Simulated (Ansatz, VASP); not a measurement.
Li2GeAs2: VASP beside Ansatz

```
Li Ge As
1.0
     4.66598    0.00000    0.00000
    -2.33299    4.04085    0.00000
     0.00000    0.00000    7.50328
Li Ge As
2 1 2
Direct
  0.33333 0.66667 0.50000
  0.66667 0.33333 0.50000
  0.00000 0.00000 0.50000
  0.00000 0.00000 0.85524
  0.00000 0.00000 0.14476
```

Alike in both runs: task relaxation of cell and atoms; functional PBE; k mesh 9 × 9 × 6; occupations gaussian, width 0.1 eV; no spin polarisation.

```csv
,VASP,Ansatz
version,VASP 6.6.1,Ansatz 0.2.0
potentials or method,"VASP PAW PBE potentials, release 64 (Li_sv, Ge_d, As), cutoff 600 eV","scalar-relativistic, plane waves, PAW"
valence electrons in the cell,30,50
```

VASP gave:

| Item | Value |
| --- | --- |
| gap on the k mesh at the Fermi level, each at its own relaxed structure (eV) | none |
| relaxed volume (Å³/atom) | 28.11 |
| relaxed length of the cell vector where the two differ most in proportion (Å) | 4.725 |

Q: What did Ansatz give for the same quantities?

A: gap on the k mesh at the Fermi level, each at its own relaxed structure (eV): none; relaxed volume (Å³/atom): 28.14; relaxed length of the cell vector where the two differ most in proportion (Å): 4.729.

A gap of «none» marks a metal or a gap that the smearing closes. VASP's potentials hold 30 valence electrons a cell and Ansatz's 50, so a difference there can come from the potentials and not from the codes.

Noted on VASP's run: the cutoff is under 1.25 times that of the potentials, so the pressure is a little rough.
